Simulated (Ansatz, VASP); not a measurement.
**Na3LaMg: VASP beside Ansatz**

The input INCAR:

```
SYSTEM = Na3LaMg
PREC = Accurate
ENCUT = 600
EDIFF = 1E-7
ISMEAR = 0
SIGMA = 0.1
LREAL = .FALSE.
LASPH = .TRUE.
NELM = 60
ALGO = Fast
ISIF = 3
LWAVE = .FALSE.
LCHARG = .FALSE.
GGA = PE
IBRION = 2
NSW = 100
EDIFFG = -0.01
```

The input KPOINTS:

```
regular mesh
0
G
  8 8 8
  0 0 0
```

POSCAR

```
Na3LaMg
1.0
    5.6864153381      0.0000000000      0.0000000000
    0.0000000000      5.6864153381      0.0000000000
    0.0000000000      0.0000000000      5.6864153381
Na La Mg
3 1 1
Direct
    0.5000000000      0.5000000000      0.0000000000
    0.0000000000      0.5000000000      0.5000000000
    0.5000000000      0.0000000000      0.5000000000
    0.0000000000      0.0000000000      0.0000000000
    0.5000000000      0.5000000000      0.5000000000
```

Input for Ansatz:

```yaml
crystal:
  lattice:
    - [5.6864153381, 0.0, 0.0]
    - [0.0, 5.6864153381, 0.0]
    - [0.0, 0.0, 5.6864153381]
  atoms:
    - { symbol: Na, position: [0.5, 0.5, 0.0] }
    - { symbol: Na, position: [0.0, 0.5, 0.5] }
    - { symbol: Na, position: [0.5, 0.0, 0.5] }
    - { symbol: La, position: [0.0, 0.0, 0.0] }
    - { symbol: Mg, position: [0.5, 0.5, 0.5] }
basis:
  ecutwfc: 420
kpoints:
  mp_grid: { grid: [8, 8, 8] }
hamiltonian:
  xc: pbe
scf:
  occupations: { method: gaussian, width: 0.1 }
output:
  forces: true
  stress: true
  eigenvalues: true
  write_density: true
  write_potential: true
  elf: true
  volumetric_format: npy
relax:
  adjacent_minimum: "off"
  f_tol: 0.01
  max_steps: 80
  cell: { stress_tol: 0.05 }
```

Change from the starting cell: species swapped into the KZnF3 type (Pm-3m, No. 221).

Alike in both runs: task relaxation of cell and atoms; functional PBE; k mesh 8 × 8 × 8; occupations gaussian, width 0.1 eV; no spin polarisation.

|  | VASP | Ansatz |
| --- | --- | --- |
| version | VASP 6.6.1 | Ansatz 0.2.0 |
| potentials or method | VASP PAW PBE potentials, release 64 (Na_pv, La, Mg), cutoff 600 eV | scalar-relativistic, plane waves, PAW |
| valence electrons in the cell | 34 | 48 |

|  | VASP | Ansatz | Ansatz less VASP |
| --- | --- | --- | --- |
| gap on the k mesh at the Fermi level, each at its own relaxed structure (eV) | none | none | - |
| relaxed volume (Å³/atom) | 37.49 | 37.67 | +0.172 |
| relaxed length of the cell vector where the two differ most in proportion (Å) | 5.723 | 5.732 | +0.0087 |

A gap of «none» marks a metal or a gap that the smearing closes. VASP's potentials hold 34 valence electrons a cell and Ansatz's 48, so a difference there can come from the potentials and not from the codes.

Spin-orbit coupling is off throughout.
